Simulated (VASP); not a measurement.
## H13C3S2: single point with PBE+D3(BJ)

H13C3S2:

```
C H S
1.0
     8.75382    0.00000    0.00000
     0.00000    8.75382    0.00000
     0.00000    0.00000    8.75382
C H S
6 26 4
Direct
  0.70526 0.97920 0.11914
  0.61362 0.12150 0.16009
  0.38408 0.49618 0.98564
  0.55127 0.47380 0.93587
  0.70510 0.16934 0.67012
  0.71597 0.03102 0.56624
  0.79099 0.93281 0.20078
  0.62735 0.88009 0.09237
  0.76228 0.99518 0.00725
  0.54522 0.16578 0.06591
  0.52535 0.10066 0.23884
  0.68347 0.22074 0.19917
  0.31827 0.57218 0.91095
  0.32358 0.38263 0.98570
  0.35829 0.52610 0.10143
  0.59938 0.37172 0.98740
  0.54309 0.47629 0.80758
  0.63686 0.56627 0.96969
  0.58853 0.17454 0.71951
  0.78794 0.15760 0.76716
  0.73435 0.27971 0.61744
  0.82624 0.00803 0.51002
  0.68794 0.92256 0.62851
  0.62942 0.03178 0.47255
  0.18856 0.17669 0.75534
  0.14129 0.96846 0.78515
  0.85421 0.48164 0.02240
  0.05146 0.45098 0.91792
  0.17098 0.23375 0.24065
  0.99696 0.09710 0.19840
  0.17221 0.47865 0.56182
  0.05742 0.33232 0.43137
  0.22029 0.07893 0.86433
  0.00160 0.43988 0.06275
  0.11159 0.10566 0.30213
  0.06732 0.36872 0.58117
```

```
Program                : VASP 6.6.1
Task                   : single point
Functional             : PBE
Dispersion             : D3(BJ)
Potentials or basis    : VASP PAW PBE potentials, release 64 (C, H, S)
Cutoff                 : 520 eV
k mesh                 : 1 × 1 × 1
Occupations            : fermi-dirac, width 0.05 eV
Spin                   : no spin polarisation
Dipole correction      : no
Further INCAR settings : LREAL = Auto; ALGO = Normal; EDIFF = 1e-06; NBANDS = 61
```

```json
{
  "Pressure": "-0.3 GPa",
  "Largest force": "1.900 eV/Å",
  "Band gap on the k mesh": "4.08 eV",
  "Dispersion energy per atom": "-0.034 eV"
}
```

Forces in eV/Å, atoms in the order of the input:
```
C   -0.349 -0.995 -1.109
C    1.007  0.722 -0.507
C   -0.463 -1.211 -0.123
C   -0.040  1.419 -0.388
C    0.382 -0.191  0.826
C   -0.710 -1.174 -0.566
H   -0.418  0.566 -0.025
H    0.263  0.587  0.391
H    0.227  0.136  0.315
H    0.211 -0.172 -0.718
H   -0.867 -0.430  1.635
H   -0.136 -0.558  0.014
H    0.123  0.118 -0.022
H    0.381  0.351 -0.590
H    0.421  0.810  0.983
H    0.022 -0.471 -0.444
H    0.736 -0.559  0.796
H   -1.098 -0.314 -0.224
H    0.346  0.166 -0.105
H   -0.457  0.040 -0.331
H   -0.197 -0.136 -0.220
H    0.097  0.396  0.185
H    0.190  0.581 -0.034
H    0.342  0.271  0.322
H   -0.173  0.872 -0.857
H    0.342  0.348  0.412
H    0.713 -0.202  0.168
H   -0.067 -0.004 -0.070
H   -0.037 -0.124 -0.177
H    0.251  0.097 -0.039
H    0.139  0.159 -0.123
H    0.042  0.000  0.105
S   -0.090 -1.314  0.439
S   -0.820  0.344 -0.212
S   -0.088 -0.377 -0.133
S   -0.224  0.249  0.429
```

Stress tensor (GPa, compression positive):
```
-1.21 -0.32 -0.67
-0.32 -0.31 -0.03
-0.67 -0.03  0.60
```

Levels at points of the mesh, in eV from the valence-band top:
```tsv
k point	band 33	band 34	band 35	band 36	band 37	band 38	band 39	band 40	band 41	band 42
(0.00, 0.00, 0.00)	-1.73	-0.64	-0.50	-0.28	0.00	4.08	4.60	4.97	5.32	5.46
```

Run time: 110 s on 1 thread of Intel(R) Xeon(R) Platinum 8259CL CPU @ 2.50GHz (Skylake/Cascade Lake) (shared host), peak memory 0.63 GiB.

Caveat: the k points lie up to 0.72 Å⁻¹ apart.
